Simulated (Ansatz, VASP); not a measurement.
One calculation of Cu, two programs

The input INCAR:

```
  PREC = Accurate
  ENCUT = 520
  EDIFF = 1E-7
  ISMEAR = -1
  SIGMA = 0.08
  LREAL = F
  LASPH = T
  NELM = 60
  ALGO = Normal
  ISIF = 2
  LWAVE = F
  LCHARG = F
  GGA = PS
  NBANDS = 12
```

The input KPOINTS:

```
regular mesh
0
Gamma
  20 20 20
```

The input POSCAR:

```
Cu
1.0
    0.0000000000      1.4860307912      1.4860307912
    1.4860307912      0.0000000000      1.4860307912
    1.4860307912      1.4860307912      0.0000000000
Cu
1
Direct
    0.0000000000      0.0000000000      0.0000000000
```

Input for Ansatz:

```yaml
crystal:
  lattice:
    - [0.0, 1.4860307912, 1.4860307912]
    - [1.4860307912, 0.0, 1.4860307912]
    - [1.4860307912, 1.4860307912, 0.0]
  atoms:
    - { symbol: Cu, position: [0.0, 0.0, 0.0] }
kpoints:
  mp_grid: { grid: [20, 20, 20] }
scf:
  occupations: { method: fermi_dirac, width: 0.08 }
hamiltonian:
  xc: pbesol
  pseudopotentials: { kind: all_electron, lapw: { basis_error: 0.001 } }
output:
  forces: true
  stress: true
  eigenvalues: true
  populations: true
```

Change from the starting cell: volume scaled by 0.58, LAPW.

Alike in both runs: task single point; functional PBEsol; k mesh 20 × 20 × 20; occupations fermi-dirac, width 0.08 eV; no spin polarisation.

|  | VASP | Ansatz |
| --- | --- | --- |
| version | VASP 6.6.1 | Ansatz 0.2.0 |
| potentials or method | VASP PAW PBE potentials, release 64 (Cu), cutoff 520 eV | all-electron LAPW, scalar-relativistic |

```tsv
	VASP	Ansatz	Ansatz less VASP
pressure (GPa)	352.0	348.7	-3.31
```

VASP's potentials were made for PBE, not for PBEsol. Both programs put the cell under a high pressure, so it lies far from rest at this level. Ansatz ran all-electron here, and VASP with PAW potentials.

Noted on VASP's run: the cell as given lies far from equilibrium.
